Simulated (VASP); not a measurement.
Here is a VASP 6.6.1 calculation.

Contents of INCAR:

```
PREC = Accurate
ENCUT = 520
EDIFF = 1E-6
ISMEAR = -1
SIGMA = 0.1
LREAL = F
LASPH = T
NELM = 80
ALGO = Normal
ISIF = 2
LWAVE = F
LCHARG = T
GGA = RP
LELF = T
LVHAR = T
NBANDS = 12
```

Contents of KPOINTS:

```
Automatic mesh
0
Gamma
  13 13 13
```

File POSCAR:

```
Sc
1.0
    0.0000000000      2.2810960358      2.2810960358
    2.2810960358      0.0000000000      2.2810960358
    2.2810960358      2.2810960358      0.0000000000
Sc
1
Direct
    0.0000000000      0.0000000000      0.0000000000
```

Potentials or basis: VASP PAW PBE potentials, release 64 (Sc_sv).

Launch:

```bash
$ cat potpaw_PBE.64/Sc_sv/POTCAR > POTCAR
$ mpirun -np 1 vasp_std > vasp.out
```

Question: Estimate the pressure.

Answer: 4.6 GPa.

Caveat: the PAW data sets were made with another functional, which shifts forces and pressure a little.
